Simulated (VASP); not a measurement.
# Ti8O17 (a cell with a defect): single point with PBE

The system is Ti8O17 (a cell with a defect).

```
Ti O
1.0
     4.64354    4.64354    0.00000
    -4.64354    4.64354    0.00000
     0.00000    0.00000    5.92737
Ti O
8 17
Direct
  0.01084 0.48696 0.96764
  0.49587 0.99898 0.96825
  0.00671 0.99916 0.22391
  0.51652 0.49621 0.22132
  0.01352 0.50334 0.46742
  0.51171 0.00251 0.47076
  0.99527 0.01392 0.71001
  0.51266 0.49804 0.71866
  0.22989 0.47682 0.29285
  0.71490 0.99996 0.27414
  0.01082 0.19740 0.01391
  0.50763 0.70723 0.02613
  0.92024 0.80685 0.97231
  0.51071 0.29414 0.02218
  0.30297 0.01570 0.28149
  0.81334 0.50550 0.26056
  0.21772 0.49102 0.77142
  0.70149 0.01462 0.76715
  0.99844 0.20342 0.49589
  0.51302 0.70762 0.52829
  0.00642 0.79419 0.53056
  0.51971 0.29639 0.51883
  0.29161 0.00534 0.77183
  0.80839 0.48327 0.76588
  0.11213 0.75744 0.08329
```

```
Program             : VASP 6.6.1
Task                : single point
Functional          : PBE
Potentials or basis : VASP PAW PBE potentials, release 64 (Ti_sv, O)
Cutoff              : 520 eV
k mesh              : 1 × 1 × 1
Occupations         : fermi-dirac, width 0.01 eV
Spin                : no spin polarisation
```

| Property | Result |
| --- | --- |
| Pressure | 12.1 GPa |
| Largest force | 0.342 eV/Å |

Forces on the atoms (eV/Å):
```
Ti   0.010 -0.002  0.105
Ti   0.021  0.010  0.115
Ti  -0.012  0.009  0.094
Ti  -0.007  0.022  0.099
Ti  -0.015 -0.013  0.115
Ti  -0.002 -0.008  0.112
Ti  -0.005 -0.012  0.100
Ti  -0.005  0.006  0.123
O    0.043  0.028 -0.052
O    0.021  0.025 -0.057
O   -0.023  0.026 -0.046
O   -0.021  0.021 -0.048
O   -0.237 -0.163 -0.172
O    0.031 -0.035 -0.059
O   -0.038 -0.034 -0.051
O   -0.031 -0.029 -0.052
O    0.032  0.029 -0.055
O    0.026  0.036 -0.048
O   -0.037  0.038 -0.061
O   -0.033  0.031 -0.059
O    0.027 -0.024 -0.041
O    0.041 -0.033 -0.060
O   -0.039 -0.036 -0.062
O   -0.033 -0.034 -0.063
O    0.286  0.142  0.123
```

Stress tensor (GPa, compression positive):
```
10.07 -1.76  2.06
-1.76  8.93  0.59
 2.06  0.59 17.30
```

Levels at points of the mesh, in eV from the Fermi level:
```csv
k point,band 97,band 98,band 99,band 100,band 101,band 102
"(0.00, 0.00, 0.00)",-0.86,-0.52,-0.33,2.20,2.38,2.70
```

Wall time 36 s on 1 thread of Intel(R) Xeon(R) 6975P-C (Granite Rapids) (shared host), peak memory 0.3 GiB.

Caveat: the k points lie up to 1.06 Å⁻¹ apart.
